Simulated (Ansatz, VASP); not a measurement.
**SnSe: VASP beside Ansatz**

Contents of INCAR:

```
SYSTEM = SnSe
PREC = Accurate
ENCUT = 600
EDIFF = 1E-7
ISMEAR = -1
SIGMA = 0.05
LREAL = .FALSE.
LASPH = .TRUE.
NELM = 60
ALGO = Normal
ISIF = 3
LWAVE = .FALSE.
LCHARG = .FALSE.
GGA = PS
IBRION = 2
NSW = 60
EDIFFG = -0.01
```

File KPOINTS:

```
Automatic mesh
0
G
  3 6 6
  0 0 0
```

The input POSCAR:

```
SnSe
1.0
   11.4200000000      0.0000000000      0.0000000000
    0.0000000000      4.1900000000      0.0000000000
    0.0000000000      0.0000000000      4.4600000000
Sn Se
4 4
Direct
    0.8770000000      0.7500000000      0.9090000000
    0.6230000000      0.2500000000      0.4090000000
    0.3770000000      0.7500000000      0.5910000000
    0.1230000000      0.2500000000      0.0910000000
    0.6430000000      0.7500000000      0.9840000000
    0.8570000000      0.2500000000      0.4840000000
    0.1430000000      0.7500000000      0.5160000000
    0.3570000000      0.2500000000      0.0160000000
```

input.yaml

```yaml
crystal:
  lattice:
    - [11.42, 0.0, 0.0]
    - [0.0, 4.19, 0.0]
    - [0.0, 0.0, 4.46]
  atoms:
    - { symbol: Sn, position: [0.877, 0.75, 0.909] }
    - { symbol: Sn, position: [0.623, 0.25, 0.409] }
    - { symbol: Sn, position: [0.377, 0.75, 0.591] }
    - { symbol: Sn, position: [0.123, 0.25, 0.091] }
    - { symbol: Se, position: [0.643, 0.75, 0.984] }
    - { symbol: Se, position: [0.857, 0.25, 0.484] }
    - { symbol: Se, position: [0.143, 0.75, 0.516] }
    - { symbol: Se, position: [0.357, 0.25, 0.016] }
hamiltonian:
  xc: pbesol
  pseudopotentials: { kind: paw }
kpoints:
  mp_grid: { grid: [3, 6, 6] }
scf:
  occupations: { method: fermi_dirac, width: 0.05 }
output:
  forces: true
  stress: true
  write_density: true
  write_potential: true
  elf: true
  volumetric_format: npy
relax:
  f_tol: 0.01
  max_steps: 40
  cell: { stress_tol: 0.05 }
```

Alike in both runs: task relaxation of cell and atoms; functional PBEsol; k mesh 3 × 6 × 6; occupations fermi-dirac, width 0.05 eV; no spin polarisation.

```csv
,VASP,Ansatz
version,VASP 6.6.1,Ansatz 0.2.0
potentials or method,"VASP PAW PBE potentials, release 64 (Sn_d, Se)",Ansatz PAW
plane-wave cutoff (eV),600,420
valence electrons in the cell,80,120
```

```tsv
	VASP	Ansatz	Ansatz less VASP
gap on the k mesh at the Fermi level, each at its own relaxed structure (eV)	0.40	0.40	-0.002
relaxed volume (Å³/atom)	25.93	25.93	+0.005
relaxed length of the cell vector where the two differ most in proportion (Å)	4.351	4.368	+0.0165
```

VASP's potentials were made for PBE, not for PBEsol. VASP's potentials hold 80 valence electrons a cell and Ansatz's 120, so a difference there can come from the potentials and not from the codes.

Noted on Ansatz's run: odd divisions of the mesh miss points on the zone boundary, where band edges often lie, so the gap on the mesh can be too wide; the plane-wave basis is chosen anew once the cell has moved, so the energies of steps on either side of that aren't comparable.
